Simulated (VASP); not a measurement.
Input of a VASP 6.6.1 run:

File INCAR:

```
ALGO     = Normal         # electronic algorithm
EDIFF    = 1E-6           # SCF threshold, eV
ENCUT    = 520            # plane-wave cutoff, eV
GGA      = PE             # functional
ISIF     = 2              # what is computed and relaxed
ISMEAR   = -1             # smearing method
ISPIN    = 2              # spin polarisation
LASPH    = T              # aspherical terms in the spheres
LCHARG   = F              # write CHGCAR
LDAU     = T              # DFT+U
LDAUJ    = 0 0          
LDAUL    = 2 -1           # shell
LDAUPRINT= 1            
LDAUTYPE = 2            
LDAUU    = 1.17 0         # U, eV
LMAXMIX  = 4              # l up to which the mixer works
LORBIT   = 11             # projections on sites
LREAL    = F              # projectors in reciprocal space
LWAVE    = F              # write WAVECAR
MAGMOM   = 0 0 0 0 0 0 0 0 # initial moments
NBANDS   = 48             # bands
NELM     = 150            # most SCF steps
PREC     = Accurate       # precision mode
SIGMA    = 0.1            # smearing width, eV
```

The input KPOINTS:

```
k-points
0
Gamma
  4 4 5
```

POSCAR

```
SiNi3
1.0
   -3.6048095700     -3.6048095700      0.0000000000
   -3.6048095700      3.6048095700      0.0000000000
    0.0000000000      0.0000000000     -3.6048095700
Ni Si
6 2
Direct
    0.7500000000      0.2500000000      0.5000000000
    0.2500000000      0.7500000000      0.5000000000
    0.7500000000      0.7500000000      0.5000000000
    0.2500000000      0.2500000000      0.5000000000
    0.0000000000      0.5000000000      0.0000000000
    0.5000000000      0.0000000000      0.0000000000
    0.0000000000      0.0000000000      0.0000000000
    0.5000000000      0.5000000000      0.0000000000
```

Potentials or basis: VASP PAW PBE potentials, release 64 (Ni, Si).

Launch:

```sh
$ cat potpaw_PBE.64/Ni/POTCAR potpaw_PBE.64/Si/POTCAR > POTCAR
$ mpirun -np 1 vasp_std > vasp.out
```

Q: Predict the pressure.

A: -16.1 GPa.

Q: What does it give for the band gap on the k mesh?

A: Zero (filled and empty bands overlap).

Eigenvalues of the final occupation matrices:
| site | spin | trace | eigenvalues |
| --- | --- | --- | --- |
| site 1 d | 1 | 4.22 | 0.81 0.82 0.84 0.86 0.89 |
| site 1 d | 2 | 4.22 | 0.81 0.82 0.84 0.86 0.89 |
| site 2 d | 1 | 4.22 | 0.81 0.82 0.84 0.86 0.89 |
| site 2 d | 2 | 4.22 | 0.81 0.82 0.84 0.86 0.89 |
| site 3 d | 1 | 4.22 | 0.81 0.82 0.84 0.86 0.89 |
| site 3 d | 2 | 4.22 | 0.81 0.82 0.84 0.86 0.89 |
| site 4 d | 1 | 4.22 | 0.81 0.82 0.84 0.86 0.89 |
| site 4 d | 2 | 4.22 | 0.81 0.82 0.84 0.86 0.89 |
| site 5 d | 1 | 4.22 | 0.82 0.82 0.84 0.86 0.89 |
| site 5 d | 2 | 4.22 | 0.82 0.82 0.84 0.86 0.89 |
| site 6 d | 1 | 4.22 | 0.82 0.82 0.84 0.86 0.89 |
| site 6 d | 2 | 4.22 | 0.82 0.82 0.84 0.86 0.89 |

Caveat: the cell stands under tension; the U is typed as a test and isn't derived for this compound.
